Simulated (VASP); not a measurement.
# Si62Sb (a cell with a defect) in VASP: further runs, part 2 of 2

VASP 6.6.1. Earlier steps stand in the parts before.

### Step 4. Single point, PBE+D3(BJ)

File INCAR:

```
SYSTEM = Si62Sb
PREC = Accurate
ENCUT = 520
EDIFF = 1E-7
ISMEAR = 0
SIGMA = 0.02
LREAL = Auto
LASPH = .True.
NELM = 100
ALGO = Normal
ISIF = 2
LWAVE = .False.
LCHARG = .False.
GGA = PE
IVDW = 12
NELECT = 254.0
NBANDS = 164
```

File KPOINTS:

```
regular mesh
0
Gamma
  1 1 1
  0 0 0
```

File POSCAR:

```
Si62Sb
1.0
   10.8600000000      0.0000000000      0.0000000000
    0.0000000000     10.8600000000      0.0000000000
    0.0000000000      0.0000000000     10.8600000000
Si Sb
62 1
Direct
    0.4981871087      0.0026495396      0.0014732965
    0.6258837937      0.1241208103      0.1261117864
    0.7493371087      0.2505798343     -0.0002318600
    0.8726160221      0.3780524862      0.1238783610
    0.7489953039     -0.0020855433      0.2521522099
    0.8763130755      0.1250055249      0.3715754144
   -0.0022658379      0.0026417127     -0.0052688766
    0.3841291897      0.3832569061      0.1274451197
    0.5024682320      0.5045442910     -0.0019494475
    0.6296174033      0.6257142726      0.1259914365
    0.7514872928      0.7529677716     -0.0004616943
    0.8771573665      0.8791603131      0.1253583794
    0.2552879374     -0.0094721915      0.2595848066
    0.3753018416      0.1247365562      0.3757454880
    0.4984817680      0.2487709945      0.2477015654
    0.6209007366      0.3733662063      0.3769177716
    0.7476094843      0.4972575506      0.2535575506
    0.8744950276      0.6265173112      0.3733184162
    0.5006779006      0.0035705341      0.5012218232
    0.6293540516      0.1247719153      0.6252546041
    0.7512856354      0.2511523020      0.4979581952
    0.8758842541      0.3794404236      0.6204484346
    0.7476458564     -0.0032319521      0.7530875691
    0.8726945672      0.1267568140      0.8720825046
   -0.0037872007      0.5024547882     -0.0022831492
    0.1232849908      0.6252623389      0.1229123389
    0.2497020258      0.7511115101     -0.0005674033
    0.3752984346      0.8743296501      0.1256955801
   -0.0027589319      0.2554108656      0.2483493554
    0.1235753223      0.3757417127      0.3750721915
    0.2471951197      0.4976390424      0.2466061694
    0.3744856354      0.6249406077      0.3712246777
    0.5005302947      0.7491721915      0.2471881215
    0.6224806630      0.8742127993      0.3762504604
   -0.0010806630      0.0020429098      0.4995661142
    0.1233900552      0.1273044199      0.6248775322
    0.2497172192      0.2509058011      0.4990194291
    0.3729381215      0.3762627993      0.6254976980
    0.4967332413      0.5016726519      0.4998425414
    0.6244623389      0.6251285451      0.6250829650
    0.7492547882      0.7506108656      0.4997498158
    0.8745250460      0.8768317680      0.6240763352
    0.2471999079      0.0033022099      0.7522376611
    0.3833495396      0.1229075506      0.8672950276
    0.5019711786      0.2522180479      0.7464982505
    0.6254170350      0.3759391344      0.8744646409
    0.7502748619      0.5002763352      0.7498087477
    0.8752105893      0.6300286372      0.8709716390
   -0.0007325046      0.7507900552      0.2483000921
    0.1225042357      0.8705142726      0.3799305709
    0.0011854512      0.5041751381      0.4992077348
    0.1285550645      0.6200965930      0.6305693370
    0.2502517495      0.7469074586      0.5036576427
    0.3749820442      0.8790669429      0.6254591160
   -0.0032162983      0.2525782689      0.7480054328
    0.1203600368      0.3610704420      0.8896969613
    0.2471121547      0.4895246777      0.7606930939
    0.3729813076      0.6249628913      0.8738116943
    0.4971603131      0.7504970534      0.7487244015
    0.6209041436      0.8736646409      0.8772397790
    0.0009953959      0.7510723757      0.7466293738
    0.1237259669      0.8753019337      0.8746125230
    0.1577597606      0.1526059853      0.0983787293
```

Command:

```sh
> cat potpaw_PBE.64/Si/POTCAR potpaw_PBE.64/Sb/POTCAR > POTCAR
> mpirun -np 1 vasp_gam > vasp.out
```

It took 7.8 min on 1 thread of Intel Xeon Platinum 8559C (Emerald Rapids), shared host; peak memory 1 GiB.

It converged, with:

* Free energy: -344.6125 eV
* Largest force: 0.086 eV/Å
* Dispersion energy per atom: -0.319 eV

Forces in eV/Å, atoms in the order of the input:
```
Si   0.001 -0.012  0.017
Si   0.003 -0.003 -0.007
Si  -0.014 -0.001  0.001
Si   0.003  0.002 -0.010
Si   0.000  0.012 -0.002
Si   0.010  0.003 -0.015
Si  -0.008 -0.017 -0.029
Si   0.009  0.016 -0.002
Si   0.014  0.007  0.005
Si  -0.001 -0.006 -0.008
Si   0.017  0.000  0.012
Si  -0.002  0.009 -0.011
Si   0.000  0.003  0.011
Si  -0.002 -0.006 -0.009
Si   0.011 -0.002  0.021
Si  -0.011 -0.010 -0.003
Si  -0.005 -0.002  0.011
Si  -0.005  0.000 -0.003
Si   0.005 -0.009  0.009
Si   0.007 -0.004 -0.006
Si   0.017 -0.007  0.003
Si  -0.013 -0.005  0.002
Si  -0.009 -0.004  0.008
Si  -0.003 -0.002  0.002
Si   0.001 -0.006  0.014
Si   0.002  0.003 -0.012
Si  -0.007 -0.002  0.002
Si   0.007  0.011 -0.006
Si  -0.005  0.037  0.009
Si  -0.003  0.004 -0.008
Si  -0.009  0.028  0.016
Si  -0.015 -0.007 -0.004
Si   0.007 -0.006  0.010
Si  -0.004  0.004 -0.007
Si   0.011 -0.001 -0.003
Si  -0.001  0.007 -0.007
Si  -0.010 -0.006  0.007
Si  -0.008  0.004  0.012
Si   0.004 -0.004  0.008
Si  -0.008 -0.001 -0.005
Si   0.008 -0.005  0.007
Si  -0.004  0.005 -0.007
Si  -0.004  0.000 -0.010
Si   0.005 -0.009 -0.013
Si   0.021  0.007 -0.017
Si  -0.006  0.004 -0.005
Si   0.001  0.015 -0.008
Si  -0.008 -0.004  0.000
Si   0.008  0.004  0.006
Si  -0.006 -0.006  0.006
Si   0.010  0.003  0.004
Si   0.006 -0.012  0.003
Si   0.017 -0.016  0.019
Si  -0.010 -0.001 -0.004
Si  -0.001  0.002  0.008
Si  -0.010 -0.015  0.003
Si  -0.032 -0.026  0.038
Si  -0.011 -0.019  0.001
Si   0.000 -0.006  0.010
Si  -0.002 -0.007 -0.004
Si   0.012  0.000 -0.004
Si  -0.010  0.004 -0.003
Sb   0.036  0.055 -0.056
```

Levels at points of the mesh, in eV from the Fermi level:
| k point | band 124 | band 125 | band 126 | band 127 | band 128 | band 129 | band 130 | band 131 |
| --- | --- | --- | --- | --- | --- | --- | --- | --- |
| (0.00, 0.00, 0.00) | -0.91 | -0.91 | -0.24 | -0.04 | 0.04 | 0.12 | 0.14 | 0.15 |

Caveat: the k points lie up to 0.58 Å⁻¹ apart; the cell carries a net charge on a neutralising background, which shifts energy and pressure; the cell is charged against a uniform background, so pressure and absolute levels hang on convention; spin-orbit coupling is left out, which moves the levels of the heavy elements.

### Step 5. Single point, PBE+D3(BJ)

File INCAR:

```
ALGO = Normal
EDIFF = 1E-7
ENCUT = 520
GGA = PE
ISIF = 2
ISMEAR = 0
IVDW = 12
LASPH = T
LCHARG = F
LREAL = Auto
LWAVE = F
NBANDS = 164
NELECT = 254.0
NELM = 80
PREC = Accurate
SIGMA = 0.02
```

File KPOINTS:

```
k-points
0
Gamma
  1 1 1
```

File POSCAR:

```
Si62Sb
1.0
   10.8600000000      0.0000000000      0.0000000000
    0.0000000000     10.8600000000      0.0000000000
    0.0000000000      0.0000000000     10.8600000000
Si Sb
62 1
Direct
    0.4987576427     -0.0002962247      0.0018604972
    0.6243698895      0.1250589319      0.1254439227
    0.7485921731      0.2507794659     -0.0002616022
    0.8698104052      0.3804722836      0.1247077348
    0.7508622468      0.0007363720      0.2497027624
    0.8837965009      0.1257013812      0.3658821363
    0.0015601289      0.0082103131     -0.0085871087
    0.3866555249      0.3868257827      0.1341034991
    0.5031410681      0.5045265193     -0.0003995396
    0.6304467772      0.6276965930      0.1266494475
    0.7557690608      0.7531988950      0.0002357274
    0.8822005525      0.8831663904      0.1245672192
    0.2488779006     -0.0063771639      0.2572491713
    0.3733113260      0.1226664825      0.3751035912
    0.4984232044      0.2482615101      0.2506990792
    0.6215591160      0.3718512891      0.3795004604
    0.7451627072      0.4984248619      0.2559652855
    0.8751122468      0.6265427256      0.3741320442
    0.5013809392      0.0029907919      0.4989076427
    0.6312553407      0.1233281768      0.6216391344
    0.7564850829      0.2490714549      0.4956109576
    0.8752079190      0.3805395948      0.6206871087
    0.7453067219     -0.0053003683      0.7522444751
    0.8701524862      0.1256622468      0.8705211786
   -0.0061357274      0.5037469613     -0.0006732965
    0.1222992634      0.6265958564      0.1233059853
    0.2491750460      0.7515908840      0.0001257827
    0.3731301105      0.8759817680      0.1277871087
    0.0024016575      0.2597623389      0.2412145488
    0.1244495396      0.3768356354      0.3752744936
    0.2467378453      0.5013151934      0.2488755985
    0.3777928177      0.6255634438      0.3718221915
    0.5017175875      0.7518636280      0.2466936464
    0.6252145488      0.8757080110      0.3748459484
    0.0002268877      0.0008392265      0.4981704420
    0.1222963168      0.1274052486      0.6240950276
    0.2491469613      0.2505102210      0.4990755985
    0.3717868324      0.3749423573      0.6278234807
    0.4964006446      0.4999584715      0.5015542357
    0.6230484346      0.6254168508      0.6252230203
    0.7492787293      0.7503257827      0.5002279006
    0.8750981584      0.8767598527      0.6239429098
    0.2468699816      0.0019062615      0.7492271639
    0.3888837937      0.1161406998      0.8618292818
    0.5045932781      0.2510328729      0.7441579190
    0.6242979742      0.3756982505      0.8747086556
    0.7485195212      0.5008751381      0.7496584715
    0.8762426335      0.6296079190      0.8692691529
   -0.0000851750      0.7522609576      0.2496849908
    0.1251717311      0.8686404236      0.3818334254
    0.0017705341      0.5039593923      0.5000673112
    0.1296909761      0.6163204420      0.6337952118
    0.2520288214      0.7439311234      0.5056763352
    0.3767840700      0.8782521179      0.6249616022
   -0.0064052486      0.2511290055      0.7467343462
    0.1107991713      0.3577325967      0.8927993554
    0.2452124309      0.4836918969      0.7669817680
    0.3718150092      0.6226319521      0.8758780847
    0.4960476059      0.7488511971      0.7504024862
    0.6213753223      0.8708436464      0.8784838858
    0.0024970534      0.7509174954      0.7459655617
    0.1245430018      0.8756353591      0.8739993554
    0.1612397790      0.1751054328      0.0751808471
```

Command:

```sh
> cat potpaw_PBE.64/Si/POTCAR potpaw_PBE.64/Sb/POTCAR > POTCAR
> mpirun -np 1 vasp_gam > vasp.out
```

It took 7.2 min on 1 thread of Intel Xeon Platinum 8559C (Emerald Rapids), shared host; peak memory 1.1 GiB.

Results (log left out):

```yaml
Free_energy: -344.6032 eV
Largest_force: 0.053 eV/Å
Dispersion_energy_per_atom: -0.318 eV
```

Forces on the atoms (eV/Å):
```
Si  -0.011  0.017  0.013
Si   0.002  0.001 -0.002
Si   0.001  0.000 -0.002
Si   0.009 -0.006 -0.006
Si   0.002 -0.006  0.003
Si  -0.007 -0.005  0.001
Si  -0.012 -0.013  0.000
Si   0.018  0.022  0.026
Si   0.013  0.018 -0.011
Si   0.003  0.001 -0.006
Si   0.002  0.009  0.010
Si   0.010  0.010  0.002
Si  -0.010  0.021 -0.024
Si   0.001 -0.001  0.001
Si   0.003  0.000 -0.006
Si  -0.005 -0.010 -0.005
Si   0.002 -0.005 -0.006
Si   0.004 -0.002 -0.008
Si   0.001  0.014 -0.001
Si  -0.001 -0.001  0.006
Si  -0.005  0.011  0.009
Si   0.006 -0.005 -0.001
Si  -0.003  0.002  0.007
Si  -0.003  0.005 -0.001
Si   0.002 -0.001  0.002
Si   0.002  0.004 -0.008
Si   0.003 -0.002  0.002
Si   0.004 -0.004 -0.002
Si  -0.026  0.001  0.033
Si  -0.005 -0.005 -0.004
Si  -0.003 -0.007 -0.004
Si  -0.004 -0.008 -0.007
Si  -0.001 -0.001 -0.003
Si  -0.006 -0.008 -0.002
Si  -0.004  0.001  0.001
Si  -0.001  0.004 -0.009
Si   0.004 -0.001 -0.001
Si   0.006  0.001  0.002
Si  -0.007  0.000  0.001
Si  -0.003 -0.003 -0.001
Si  -0.001  0.004  0.002
Si   0.005 -0.001 -0.002
Si  -0.005  0.013  0.021
Si   0.000 -0.034 -0.018
Si  -0.008  0.010  0.011
Si  -0.005 -0.001 -0.005
Si   0.004  0.000 -0.001
Si  -0.006  0.002 -0.002
Si  -0.002  0.000  0.000
Si  -0.003 -0.006 -0.001
Si   0.010  0.007 -0.004
Si   0.011 -0.001  0.004
Si  -0.012  0.009  0.003
Si   0.013  0.001  0.001
Si   0.007  0.006 -0.002
Si   0.005 -0.002 -0.006
Si  -0.010 -0.003 -0.004
Si   0.003  0.000 -0.005
Si  -0.007  0.002  0.002
Si   0.004 -0.005 -0.007
Si  -0.002 -0.003  0.002
Si  -0.002 -0.002 -0.006
Sb   0.020 -0.046  0.018
```

Levels at points of the mesh, in eV from the Fermi level:
```
           k point  band 124  band 125  band 126  band 127  band 128  band 129  band 130  band 131
(0.00, 0.00, 0.00)     -0.87     -0.82     -0.19     -0.07      0.07      0.19      0.21      0.23
```

Caveat: the k points lie up to 0.58 Å⁻¹ apart; the cell carries a net charge on a neutralising background, which shifts energy and pressure; the cell is charged against a uniform background, so pressure and absolute levels hang on convention; spin-orbit coupling is left out, which moves the levels of the heavy elements.
